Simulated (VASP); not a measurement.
# Au (Fm-3m) in VASP: single point with LDA

Aim: the single point of Au with LDA.

All numbers are computed with VASP 6.6.1; they aren't measurements. Logs are shortened: lines on timing, memory, paths and dates and some standing lists are left out, and cuts for length are marked.

### 1 The cell of the first run

It takes space group Fm-3m (No. 225, cubic). Conventional cell: a = 4.048 Å, b = 4.048 Å, c = 4.048 Å, α = 90.00°, β = 90.00°, γ = 90.00°. Au (site symmetry m-3m) has 12 Au at 2.86 Å within 3.8 Å.

### 2 Single point, LDA

File INCAR:

```
SYSTEM = Au
PREC = Accurate ; ENCUT = 520
EDIFF = 1E-6 ; ISMEAR = -1
SIGMA = 0.05 ; LREAL = .False.
LASPH = .True. ; NELM = 60
ALGO = Normal ; ISIF = 2
LWAVE = .False. ; LCHARG = .False.
GGA = CA ; NBANDS = 24
```

File KPOINTS:

```
Automatic mesh
0
Gamma
  13 13 5
  0 0 0
```

File POSCAR:

```
Au
1.0
    0.0000000000      2.0241690387     -2.0241690387
   -2.0241690387      0.0000000000      2.0241690387
    4.0483380774      4.0483380774      4.0483380774
Au
3
Direct
    0.0000000000      0.0000000000      0.0000000000
    0.3333333330      0.6666666670      0.3333333330
    0.6666666670      0.3333333330      0.6666666670
```

Potentials or basis: VASP PAW LDA potentials, release 64 (Au).

Launch:

```bash
cat potpaw_LDA.64/Au/POTCAR > POTCAR
mpirun -np 1 vasp_std > vasp.out
```

OUTCAR:

```text
SYSTEM = Au
   PREC = Accurate
   ENCUT = 520
   EDIFF = 1E-6
   ISMEAR = -1
   LREAL = .False.
   LASPH = .True.
   NELM = 60
   ISIF = 2
   GGA = CA

 ion  position               nearest neighbor table
   1  0.000  0.000  0.000-   2 2.86   3 2.86   3 2.86   2 2.86   3 2.86   2 2.86
   2  0.333  0.667  0.333-   1 2.86   1 2.86   1 2.86   3 2.86   3 2.86   3 2.86
   3  0.667  0.333  0.667-   1 2.86   1 2.86   1 2.86   2 2.86   2 2.86   2 2.86

  LATTYP: Found a hexagonal cell.
 ALAT       =     2.8626073071
 C/A-ratio  =     2.4494897428

  Lattice vectors:

 A1 = (   0.0000000000,   2.0241690387,  -2.0241690387)
 A2 = (  -2.0241690387,   0.0000000000,   2.0241690387)
 A3 = (   4.0483380774,   4.0483380774,   4.0483380774)

Analysis of symmetry for initial positions (statically):
=====================================================================
 Subroutine PRICEL returns following result:

  LATTYP: Found a face centered cubic cell.
 ALAT       =     4.0483380734

  Lattice vectors:

 A1 = (   2.0241690367,   2.0241690367,   0.0000000000)
 A2 = (  -0.0000000020,   2.0241690367,   2.0241690387)
 A3 = (   2.0241690427,   0.0000000040,   2.0241690387)

   3 primitive cells build up your supercell.

 Routine SETGRP: Setting up the symmetry group for a
 hexagonal supercell.

 Subroutine GETGRP returns: Found 12 space group operations
 (whereof 12 operations were pure point group operations)
 out of a pool of 24 trial point group operations.

The static configuration has the point symmetry D_3d.

Analysis of symmetry for dynamics (positions and initial velocities):
=====================================================================
 Subroutine PRICEL returns following result:

  LATTYP: Found a face centered cubic cell.
 ALAT       =     4.0483380734

  Lattice vectors:

 A1 = (   2.0241690367,   2.0241690367,   0.0000000000)
 A2 = (  -0.0000000020,   2.0241690367,   2.0241690387)
 A3 = (   2.0241690427,   0.0000000040,   2.0241690387)

   3 primitive cells build up your supercell.

 Routine SETGRP: Setting up the symmetry group for a
 hexagonal supercell.

 Subroutine GETGRP returns: Found 12 space group operations
 (whereof 12 operations were pure point group operations)
 out of a pool of 24 trial point group operations.

The dynamic configuration has the point symmetry D_3d.

 Subroutine INISYM returns: Found 12 space group operations
 (whereof 12 operations are pure point group operations),
 and found     3 'primitive' translations

----------------------------------------------------------------------------------------

                                     Primitive cell

  volume of cell :      16.5871

  direct lattice vectors                    reciprocal lattice vectors
     2.024169037  2.024169037  0.000000000     0.247014943  0.247014944 -0.247014944
    -0.000000002  2.024169037  2.024169039    -0.247014943  0.247014943  0.247014943
     2.024169043  0.000000004  2.024169039     0.247014943 -0.247014943  0.247014943

  length of vectors
     2.862607304  2.862607306  2.862607310     0.427842432  0.427842432  0.427842432

  position of ions in fractional coordinates (direct lattice)
     0.000000000  0.000000000  0.000000000

  ion indices of the primitive-cell ions
   primitive index   ion index
                 1           1

----------------------------------------------------------------------------------------

 KPOINTS: Automatic mesh

Automatic generation of k-mesh.
 Grid dimensions read from file:
 generate k-points for:   13   13    5

 Generating k-lattice:

  Cartesian coordinates                     Fractional coordinates (reciprocal lattice)
    -0.012667433  0.025334866 -0.012667433     0.076923077  0.000000000  0.000000000
    -0.025334866  0.012667433  0.012667433     0.000000000  0.076923077  0.000000000
     0.016467663  0.016467663  0.016467663     0.000000000  0.000000000  0.200000000

  Length of vectors
     0.031028747  0.031028747  0.028522829

  Shift w.r.t. Gamma in fractional coordinates (k-lattice)
     0.000000000  0.000000000  0.000000000

 Subroutine IBZKPT returns following result:
 ===========================================

 Found     91 irreducible k-points:

 Following reciprocal coordinates:
            Coordinates               Weight
  0.000000  0.000000  0.000000      1.000000
  0.076923  0.000000  0.000000      6.000000
  0.153846  0.000000  0.000000      6.000000
  0.230769  0.000000  0.000000      6.000000
  0.307692  0.000000  0.000000      6.000000
  0.384615  0.000000  0.000000      6.000000
[... 16 lines left out ...]
  0.076923  0.000000  0.200000      6.000000
  0.000000  0.076923  0.200000      6.000000
 [... further k-points ...]
   k-points           NKPTS =     91   k-points in BZ     NKDIM =     91   number of bands    NBANDS=     24
   number of dos      NEDOS =    301   number of ions     NIONS =      3
   total plane-waves  NPLWV =  31104
   dimension x,y,z NGX =    24 NGY =   24 NGZ =   54
   dimension x,y,z NGXF=    48 NGYF=   48 NGZF=  108
   ions per type =               3
   NGX,Y,Z   is equivalent  to a cutoff of  13.94, 13.94, 12.80 a.u.
   NGXF,Y,Z  is equivalent  to a cutoff of  27.88, 27.88, 25.61 a.u.
 SYSTEM =  Au
   PREC   = accura    normal or accurate (medium, high low for compatibility)
   ISTART =      0    job   : 0-new  1-cont  2-samecut
   ICHARG =      2    charge: 1-file 2-atom 10-const
   ISPIN  =      1    spin polarized calculation?
   LNONCOLLINEAR =      F non collinear calculations
   LSORBIT =      F    spin-orbit coupling
   LASPH  =      T    aspherical Exc in radial PAW
   ENCUT  =  520.0 eV  38.22 Ry    6.18 a.u.   5.32  5.32 13.04*2*pi/ulx,y,z
   NELM   =     60;   NELMIN=  2; NELMDL= -5     # of ELM steps
   EDIFF  = 0.1E-05   stopping-criterion for ELM
   LREAL  =      F    real-space projection
   EDIFFG = 0.1E-04   stopping-criterion for IOM
   NSW    =      0    number of steps for IOM
   IBRION =     -1    ionic relax: 0-MD 1-quasi-New 2-CG
   NFREE  =      0    steps in history (QN), initial steepest desc. (CG)
   ISIF   =      2    stress and relaxation
   ISYM   =      2    0-nonsym 1-usesym 2-fastsym
   POTIM  = 0.5000    time-step for ionic-motion
   TEBEG  =    0.0;   TEEND  =   0.0 temperature during run
   PSTRESS=    0.0 pullay stress
   NELECT =      33.0000    total number of electrons
   NUPDOWN=      -1.0000    fix difference up-down
   EMIN   =  10.00;   EMAX   =-10.00  energy-range for DOS
   EFERMI =   0.00;   METHOD = LEGACY
   ISMEAR =    -1;   SIGMA  =   0.05  broadening in eV -4-tet -1-fermi 0-gaus
   EFERMI_NEDOS =   21; number of points for ismear=-14 and -15
   IALGO  =     38    algorithm
   IMIX   =      4    mixing-type and parameters
     AMIX     =   0.40;   BMIX     =  1.00
     AMIX_MAG =   1.60;   BMIX_MAG =  1.00
  volume/ion in A,a.u.               =      16.59       111.94
  Fermi-wavevector in a.u.,A,eV,Ry     =   1.427630  2.697829 27.730401  2.038127
  Thomas-Fermi vector in A             =   2.547779
   LORBIT       =      0    0 simple, 1 ext, 2 COOP (PROOUT), +10 PAW based schemes
   GGA     = CA    functional components
   LHFCALC =     F    Hartree Fock is set to
   AEXX    =    0.0000 exact exchange contribution
   IVDW    =     0    specifies the selected vdW correction
   LEPSILON=     F    determine dielectric tensor
   LRPA    =     F    only Hartree local field effects (RPA)
 non-spin polarized calculation
  energy-cutoff  :      520.00
  volume of cell :       49.76
 maximum number of plane-waves:      1364
 NGX is ok and might be reduce to    24
   NGX = 11   NGY = 11   NGZ = 27

 number of electron      32.9999998 magnetization

 Free energy of the ion-electron system (eV)
  ---------------------------------------------------
  ext. energy  EPLUGINS =         0.00000000
  ---------------------------------------------------
  free energy    TOTEN  =       -13.34921876 eV

  energy without entropy =      -13.34357442  energy(sigma->0) =      -13.34639659

 E-fermi :   9.8047     XC(G=0): -13.1408

 val. band max:        9.8009223073   @ k =   0.3077   0.0769  -0.0000
 cond. band min:       9.8378717957   @ k =   0.0000   0.4615   0.2000
 fundamental gap:      0.0369494884
 Fermi energy:         9.8046683362

 k-point     1 :       0.0000    0.0000    0.0000
  band No.  band energies     occupation
      1      -0.4547      2.00000
      2       1.9890      2.00000
      3       1.9890      2.00000
      4       4.8861      2.00000
      5       4.8861      2.00000
      6       4.8879      2.00000
[... 16 lines left out ...]
     23      24.5825      0.00000
     24      28.3057      0.00000

 k-point     2 :       0.0769    0.0000    0.0000
  band No.  band energies     occupation
      1      -0.2666      2.00000
      2       2.1585      2.00000
      3       2.1678      2.00000
      4       4.8123      2.00000
      5       4.9545      2.00000
      6       4.9564      2.00000
[... 16 lines left out ...]
     23      24.7512      0.00000
     24      26.8203      0.00000

 k-point     3 :       0.1538    0.0000    0.0000
  band No.  band energies     occupation
      1       0.2735      2.00000
      2       2.5756      2.00000
      3       2.6747      2.00000
      4       4.4874      2.00000
      5       4.6298      2.00000
      6       4.6312      2.00000
[... 16 lines left out ...]
     23      24.9175      0.00000
     24      25.3526      0.00000
[... 514 lines left out ...]
 k-point    23 :       0.0769    0.0000    0.2000
  band No.  band energies     occupation
      1      -0.1088      2.00000
      2       1.7273      2.00000
      3       2.2855      2.00000
      4       4.6245      2.00000
      5       4.7072      2.00000
      6       4.8207      2.00000
[... 16 lines left out ...]
     23      25.1499      0.00000
     24      26.6315      0.00000

 k-point    24 :       0.0000    0.0769    0.2000
  band No.  band energies     occupation
      1      -0.1108      2.00000
      2       1.7222      2.00000
      3       2.2931      2.00000
      4       4.5855      2.00000
      5       4.7614      2.00000
      6       4.8509      2.00000
[... 16 lines left out ...]
     23      25.3861      0.00000
     24      26.1851      0.00000

 [... further k-points ...]

------------------------ aborting loop because EDIFF is reached ----------------------------------------

  FORCE on cell =-STRESS in cart. coord.  units (eV):
  Direction    XX          YY          ZZ          XY          YZ          ZX
  --------------------------------------------------------------------------------------
  -------------------------------------------------------------------------------------
  Total        0.0568871      0.0568871      0.0568871      0.0945301      0.0945301      0.0945301
  in kB        1.8316085      1.8316085      1.8316085      3.0436097      3.0436097      3.0436097
  external PRESSURE =       1.8316085 kB  Pullay stress =       0.0000000 kB

 VOLUME and BASIS-vectors are now :
 -----------------------------------------------------------------------------
  energy-cutoff  :      520.00
  volume of cell :       49.76
      direct lattice vectors                 reciprocal lattice vectors
     0.000000000  2.024169039 -2.024169039    -0.164676629  0.329353258 -0.164676629
    -2.024169039  0.000000000  2.024169039    -0.329353258  0.164676629  0.164676629
     4.048338077  4.048338077  4.048338077     0.082338314  0.082338314  0.082338314

 POSITION                                       TOTAL-FORCE (eV/Angst)
 -----------------------------------------------------------------------------------
      0.00000      0.00000      0.00000        -0.000000     -0.000000      0.000000
     -0.00000      2.02417      2.02417        -0.000000     -0.000000      0.000000
      2.02417      4.04834      2.02417         0.000000      0.000000     -0.000000
 -----------------------------------------------------------------------------------
    total drift:                               -0.000000     -0.000000     -0.000000

  FREE ENERGIE OF THE ION-ELECTRON SYSTEM (eV)
  ---------------------------------------------------
  free  energy   TOTEN  =       -13.3492187580 eV

  energy  without entropy=      -13.3435744223  energy(sigma->0) =      -13.34639659
```

It took 45 s on 1 thread of AMD EPYC 9R45 (Zen 5), shared host; peak memory 0.18 GiB.

Results:

```yaml
Free_energy: -13.3492 eV
Pressure: 0.2 GPa
Band_gap_on_the_k_mesh: zero (an odd number of electrons rules out a gap without spin polarisation)
```

Caveat: spin-orbit coupling is left out, which moves the levels of the heavy elements.

The gap in the log of VASP goes by the Fermi energy; the results here count the filled bands.